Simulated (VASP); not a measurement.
Here is a VASP 6.6.1 calculation.

POSCAR

```
CdS
1.0
    4.2611700000      0.0000000000      0.0000000000
   -2.1305850000      3.6902814698      0.0000000000
    0.0000000000      0.0000000000      5.8041730000
Cd S
1 1
Direct
    0.0000000000      0.0000000000      0.4426920000
    0.6666666667      0.3333333333      0.4343080000
```

File INCAR.step1:

```
SYSTEM = CdS
PREC = Accurate
ENCUT = 550
ISMEAR = -1
SIGMA = 0.1
LREAL = .FALSE.
LASPH = .TRUE.
NELM = 120
NBANDS = 16
GGA = PE
ALGO = Normal
EDIFF = 1E-5
LWAVE = .TRUE.
LCHARG = .FALSE.
GGA_COMPAT = .FALSE.
```

INCAR.step2

```
SYSTEM = CdS
PREC = Accurate
ENCUT = 550
EDIFF = 1E-6
ISMEAR = -1
SIGMA = 0.1
LREAL = .FALSE.
LASPH = .TRUE.
NELM = 120
ALGO = Normal
ISIF = 2
LWAVE = .FALSE.
LCHARG = .TRUE.
METAGGA = R2SCAN
LMIXTAU = .TRUE.
LELF = .TRUE.
LVHAR = .TRUE.
NBANDS = 16
ISTART = 1
GGA_COMPAT = .FALSE.
```

File KPOINTS:

```
Automatic mesh
0
G
  3 3 2
  0 0 0
```

Potentials or basis: VASP PAW PBE potentials, release 64 (Cd, S).

Launch:

```sh
$ cat potpaw_PBE.64/Cd/POTCAR potpaw_PBE.64/S/POTCAR > POTCAR
$ cp INCAR.step1 INCAR
$ mpirun -np 1 vasp_std > vasp.out
$ cp INCAR.step2 INCAR
$ mpirun -np 1 vasp_std > vasp.out
```

(1) Estimate the pressure.

(2) Estimate the largest force.

## Answers

(1) -0.5 GPa.

(2) 0.007 eV/Å.

Caveat: the k points lie up to 0.57 Å⁻¹ apart; the PAW data sets were made with another functional, which shifts forces and pressure a little.
